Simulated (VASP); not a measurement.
A run of VASP 6.6.1:

INCAR

```
ALGO = Normal
EDIFF = 1E-6
ENCUT = 500
GGA = PE
GGA_COMPAT = F
ISIF = 2
ISMEAR = 0
LASPH = T
LCHARG = F
LREAL = F
LWAVE = F
NBANDS = 11
NELM = 120
PREC = Accurate
SIGMA = 0.15
```

KPOINTS

```
k-points
0
Gamma
  8 8 8
```

POSCAR

```
Pd
1.0
    0.0000000000      1.7260987500      1.9449000000
    1.7260987500      0.0000000000      1.9449000000
    1.7260987500      1.7260987500      0.0000000000
Pd
1
Direct
    0.0000000000      0.0000000000      0.0000000000
```

Potentials or basis: VASP PAW PBE potentials, release 64 (Pd).

Launch:

```console
$ cat potpaw_PBE.64/Pd/POTCAR > POTCAR
$ mpirun -np 1 vasp_std > vasp.out
```

Hardware: 1 thread of Intel Xeon 8259CL, with other jobs on the host.

Question: Estimate the wall time of this run.

Answer: Run time: 13 s on 1 thread of Intel Xeon 8259CL, on a shared host, peak memory 0.13 GiB. Counts: scf iterations 11, k points 59.
